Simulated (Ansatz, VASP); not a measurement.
**Two plane-wave programs on NbSi**

The input POSCAR:

```
NbSi
1.0
    3.1564400000      0.0000000000      0.0000000000
    0.0000000000      3.1564400000      0.0000000000
    0.0000000000      0.0000000000      3.1564400000
Nb Si
1 1
Direct
    0.0000000000      0.0000000000      0.0000000000
    0.5000000000      0.5000000000      0.5000000000
```

INCAR.step1

```
SYSTEM = NbSi
PREC = Accurate ; ENCUT = 520
EDIFF = 1E-5 ; ISMEAR = -1
SIGMA = 0.05 ; LREAL = .False.
LASPH = .True. ; NELM = 60
ALGO = Normal ; ISIF = 2
LWAVE = .True. ; NBANDS = 16
GGA = PE
```

Contents of INCAR.step2:

```
SYSTEM = NbSi
PREC = Accurate ; ENCUT = 520
EDIFF = 1E-6 ; ISMEAR = -1
SIGMA = 0.05 ; LREAL = .False.
LASPH = .True. ; NELM = 60
ALGO = Normal ; ISIF = 2
LWAVE = .False. ; LCHARG = .True.
METAGGA = R2SCAN ; LHFCALC = .True.
AEXX = 0.1 ; LMIXTAU = .True.
PRECFOCK = Normal ; LELF = .True.
LVHAR = .True. ; NBANDS = 16
ISTART = 1
```

The input KPOINTS:

```
Automatic mesh
0
Gamma
  4 4 4
  0 0 0
```

input

```
crystal:
  lattice:
    - [3.15644, 0.0, 0.0]
    - [0.0, 3.15644, 0.0]
    - [0.0, 0.0, 3.15644]
  atoms:
    - { symbol: Nb, position: [0.0, 0.0, 0.0] }
    - { symbol: Si, position: [0.5, 0.5, 0.5] }
hamiltonian:
  xc: r2scanh
  pseudopotentials: { kind: paw }
kpoints:
  mp_grid: { grid: [4, 4, 4] }
scf:
  occupations: { method: fermi_dirac, width: 0.05 }
output:
  forces: true
  stress: true
  eigenvalues: true
  write_density: true
  write_potential: true
  elf: true
  volumetric_format: npy
```

Alike in both runs: task single point; functional r2SCANh; k mesh 4 × 4 × 4; occupations fermi-dirac, width 0.05 eV; no spin polarisation.

|  | VASP | Ansatz |
| --- | --- | --- |
| version | VASP 6.6.1 | Ansatz 0.2.0 |
| potentials or method | VASP PAW PBE potentials, release 64 (Nb_sv, Si) | Ansatz PAW |
| plane-wave cutoff (eV) | 520 | 500 |
| valence electrons in the cell | 17 | 17 |

VASP gave:

| Item | Value |
| --- | --- |
| gap on the k mesh at the Fermi level (eV) | none |
| pressure (GPa) | -0.9 |

Problem. Estimate Ansatz's values.

Solution. gap on the k mesh at the Fermi level (eV): none; pressure (GPa): -0.6.

VASP's potentials were made for PBE, not for r2SCANh. A gap of «none» marks a metal or a gap that the smearing closes. With one functional, cell and mesh, what is left measures potentials, basis and numerics.

The k mesh is coarse, so the values compare programs but aren't converged.
